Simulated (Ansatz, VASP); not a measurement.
**InSe: VASP beside Ansatz**

```
In Se
1.0
     2.01056    1.16080    8.41067
    -2.01056    1.16080    8.41067
     0.00000   -2.32159    8.41067
In Se
2 2
Direct
  0.00048 0.00048 0.00048
  0.11087 0.11087 0.11087
  0.61696 0.61696 0.61696
  0.82769 0.82769 0.82769
```

Alike in both runs: task single point; functional PBE; k mesh 8 × 8 × 8; occupations fermi-dirac, width 0.02 eV; no spin polarisation.

|  | VASP | Ansatz |
| --- | --- | --- |
| version | VASP 6.6.1 | Ansatz 0.2.0 |
| potentials or method | VASP PAW PBE potentials, release 64 (In_d, Se) | plane waves, PAW |
| plane-wave cutoff (eV) | 520 | 420 |
| valence electrons in the cell | 38 | 58 |

```csv
,VASP,Ansatz,Ansatz less VASP
pressure (GPa),2.5,2.4,-0.04
"traceless stress, the component that is largest in VASP (GPa)",-0.07,-0.07,+0.005
rms of the force components (eV/Å),0.101,0.092,-0.0086
```

Atom by atom the forces differ by 0.009 eV/Å (rms over components). VASP's potentials hold 38 valence electrons a cell and Ansatz's 58, so a difference there can come from the potentials and not from the codes.
